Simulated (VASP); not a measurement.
Input of a VASP 6.6.1 run:

Contents of INCAR:

```
PREC = Accurate
ENCUT = 520
EDIFF = 1E-6
ISMEAR = -1
SIGMA = 0.1
LREAL = F
LASPH = T
NELM = 80
ALGO = Normal
ISIF = 2
LWAVE = F
LCHARG = F
GGA = CA
NBANDS = 15
```

File KPOINTS:

```
Automatic mesh
0
Gamma
  19 19 11
```

File POSCAR:

```
Os
1.0
    2.7175247593      0.0000000000      0.0000000000
   -1.3587623796      2.3534454770      0.0000000000
    0.0000000000      0.0000000000      4.2844606214
Os
2
Direct
    0.3333333333      0.6666666667      0.2500000000
    0.6666666667      0.3333333333      0.7500000000
```

Potentials or basis: VASP PAW LDA potentials, release 64 (Os).

Run with:

```console
$ cat potpaw_LDA.64/Os/POTCAR > POTCAR
$ mpirun -np 1 vasp_std > vasp.out
```

Question: Predict the pressure.

Answer: 1.0 GPa.

Question: Predict the band gap on the k mesh.

Answer: Zero (bands 8 and 9 overlap by 4.08 eV).

Stress tensor (GPa, compression positive):
```
0.84 0.00 0.00
0.00 0.84 0.00
0.00 0.00 1.45
```

Caveat: spin-orbit coupling is left out, which moves the levels of the heavy elements.
